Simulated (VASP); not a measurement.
Ta3Cu, 4 atoms in the cell. The structure is tetragonal, space group I4/mmm (No. 139). Conventional cell: a = 3.964 Å, b = 3.964 Å, c = 8.250 Å, α = 90.00°, β = 90.00°, γ = 90.00°. Within 3.7 Å of Ta (site symmetry 4/mmm) lie 4 Cu at 2.80 Å and 8 Ta at 2.86 Å. Ta (site symmetry -4m2) has 8 Ta at 2.80 to 2.86 Å and 4 Cu at 2.86 Å within 3.7 Å. Cu (site symmetry 4/mmm) has 12 Ta at 2.80 to 2.86 Å within 3.7 Å. 

| Item | Value |
| --- | --- |
| Program | VASP 6.6.1 |
| Task | single point |
| Functional | PBEsol |
| Potentials or basis | VASP PAW PBE potentials, release 64 (Ta_pv, Cu) |
| Cutoff | 520 eV |
| k mesh | 9 × 9 × 9 |
| Occupations | fermi-dirac, width 0.05 eV |
| Spin | no spin polarisation |
| Dipole correction | no |
| Further INCAR settings | ALGO = Fast; EDIFF = 1e-07; NBANDS = 30 |

Potentials or basis: VASP PAW PBE potentials, release 64 (Ta_pv, Cu).

Launch:

```bash
$ cat potpaw_PBE.64/Ta_pv/POTCAR potpaw_PBE.64/Cu/POTCAR > POTCAR
$ mpirun -np 1 vasp_std > vasp.out
```

Hardware: 1 thread of AMD EPYC 9R45 96-Core Processor (Zen 5), on a shared host.

Task: How long does it take, and how much memory?

Result: Run time: 4.4 min on 1 thread of AMD EPYC 9R45 96-Core Processor (Zen 5) (shared host), peak memory 0.29 GiB. Counts: scf iterations 25, k points 75.
